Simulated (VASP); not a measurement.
SnSe (zincblende type):

```
CELL_PARAMETERS angstrom
0.00000 3.05467 3.05467
3.05467 0.00000 3.05467
3.05467 3.05467 0.00000
ATOMIC_POSITIONS crystal
Sn 0.00000 0.00000 0.00000
Se 0.25000 0.25000 0.25000
```

| Item | Value |
| --- | --- |
| Program | VASP 6.6.1 |
| Task | relaxation of cell and atoms |
| Functional | r2SCAN |
| Potentials or basis | VASP PAW PBE potentials, release 64 (Sn_d, Se) |
| Cutoff | 600 eV |
| k mesh | 12 × 12 × 12 |
| Occupations | fermi-dirac, width 0.1 eV |
| Spin | no spin polarisation |

At the start: pressure 15.3 GPa; volume 28.50 Å³/atom.

**Question.** Where does the relaxation end?

**Answer.** Over 4 steps the energy falls by 363.1 meV/atom and the volume is 37.97 Å³/atom (+33.2 %); space group F-43m (No. 216, to 0.1 Å) before and after.

Step by step:
```csv
step,energy change (eV),largest force (eV/Å),pressure (GPa),volume (Å³)
1,0.0000,0.0000,15.29,57.01
2,-0.6740,0.0000,-2.35,82.53
3,-0.7260,0.0000,0.16,75.54
4,-0.7262,0.0000,-0.02,75.95
```

Final structure:
```yaml
crystal:
  lattice:
    - [0.00000, 3.36121, 3.36121]
    - [3.36121, 0.00000, 3.36121]
    - [3.36121, 3.36121, 0.00000]
  atoms:
    - { symbol: Sn, position: [0.00000, 0.00000, 0.00000] }
    - { symbol: Se, position: [0.25000, 0.25000, 0.25000] }
```

Caveat: the volume moved by over 15 % at a fixed basis, so the end points are rough; the PAW data sets were made with another functional, which shifts forces and pressure a little.
